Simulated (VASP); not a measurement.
The system is TiCo2.

```
CELL_PARAMETERS angstrom
0.00000 3.35200 3.35200
3.35200 0.00000 3.35200
3.35200 3.35200 0.00000
ATOMIC_POSITIONS crystal
Ti 0.50000 0.50000 0.50000
Ti 0.75000 0.75000 0.75000
Co 0.12500 0.12500 0.12500
Co 0.62500 0.12500 0.12500
Co 0.12500 0.12500 0.62500
Co 0.12500 0.62500 0.12500
```

| Item | Value |
| --- | --- |
| Program | VASP 6.6.1 |
| Task | relaxation of cell and atoms |
| Functional | r2SCAN |
| Potentials or basis | VASP PAW PBE potentials, release 64 (Ti_sv, Co) |
| Cutoff | 600 eV |
| k mesh | 1 × 1 × 1 |
| Occupations | gaussian, width 0.1 eV |
| Spin | collinear spin, ferrimagnetic start |
| Starting moments | [-0.73, -0.73, 1.71, 1.71, 1.71, 1.71] μB |

At the start: pressure -4.9 GPa; volume 12.55 Å³/atom.

Problem. How do energy, volume and symmetry change on relaxing?

Solution. Over 3 steps the energy falls by 5.1 meV/atom and the volume is 12.23 Å³/atom (-2.5 %); space group Fd-3m (No. 227, to 0.1 Å) before and after; moment 4.00 μB per cell.

The path:
```tsv
step	energy change (eV)	largest force (eV/Å)	pressure (GPa)	volume (Å³)
1	0.0000	0.0000	-4.91	75.33
2	0.0122	0.0000	6.39	71.21
3	-0.0303	0.0000	0.00	73.41
```

Final structure:
```yaml
crystal:
  lattice:
    - [0.00000, 3.32327, 3.32327]
    - [3.32327, 0.00000, 3.32327]
    - [3.32327, 3.32327, 0.00000]
  atoms:
    - { symbol: Ti, position: [0.50000, 0.50000, 0.50000] }
    - { symbol: Ti, position: [0.75000, 0.75000, 0.75000] }
    - { symbol: Co, position: [0.12500, 0.12500, 0.12500] }
    - { symbol: Co, position: [0.62500, 0.12500, 0.12500] }
    - { symbol: Co, position: [0.12500, 0.12500, 0.62500] }
    - { symbol: Co, position: [0.12500, 0.62500, 0.12500] }
```

Caveat: the k points lie up to 1.64 Å⁻¹ apart in the final cell; the PAW data sets were made with another functional, which shifts forces and pressure a little.
